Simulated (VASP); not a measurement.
Crystal: La2O3.

```
CELL_PARAMETERS angstrom
3.93078 0.00000 0.00000
-1.96539 3.40415 0.00000
0.00000 0.00000 6.11195
ATOMIC_POSITIONS crystal
La 0.33333 0.66667 0.24624
La 0.66667 0.33333 0.75376
O 0.00000 0.00000 0.00000
O 0.33333 0.66667 0.64589
O 0.66667 0.33333 0.35411
```

```yaml
Program: VASP 6.6.1
Task: relaxation of cell and atoms
Functional: PBE
Potentials_or_basis: VASP PAW PBE potentials, release 64 (La, O)
Cutoff: 600 eV
k_mesh: 8 × 8 × 5
Occupations: fermi-dirac, width 0.05 eV
Spin: no spin polarisation
Hubbard_terms: La f U = 8.0 eV
```

At the start: pressure 7.3 GPa; volume 16.36 Å³/atom.

**Question.** Where does the relaxation end?

**Answer.** Over 14 steps the energy falls by 19.1 meV/atom and the volume is 17.27 Å³/atom (+5.6 %); space group P-3m1 (No. 164, to 0.1 Å) before and after.

The path:
```tsv
step	energy change (eV)	largest force (eV/Å)	pressure (GPa)	volume (Å³)
1	0.0000	0.2691	7.26	81.78
2	0.0233	0.7326	-6.45	90.88
3	-0.0902	0.2401	0.07	85.89
4	-0.0902	0.2308	0.18	85.81
5	-0.0940	0.0549	0.10	86.10
6	-0.0944	0.0431	0.06	86.23
7	-0.0944	0.0416	0.04	86.22
8	-0.0949	0.0356	-0.02	86.31
9	-0.0952	0.0299	-0.08	86.38
10	-0.0951	0.0389	-0.22	86.53
11	-0.0952	0.0254	-0.13	86.45
12	-0.0953	0.0167	0.17	86.27
13	-0.0953	0.0206	0.06	86.34
14	-0.0954	0.0034	0.02	86.37
```

Final structure:
```xyz
5
Lattice="3.9904 0.0000 0.0000 -1.9952 3.4558 0.0000 0.0000 0.0000 6.2633" Properties=species:S:1:pos:R:3 pbc="T T T"
La    0.0000    2.3038    1.5518
La    1.9952    1.1519    4.7115
O     0.0000    0.0000    0.0000
O     0.0000    2.3038    4.0389
O     1.9952    1.1519    2.2245
```
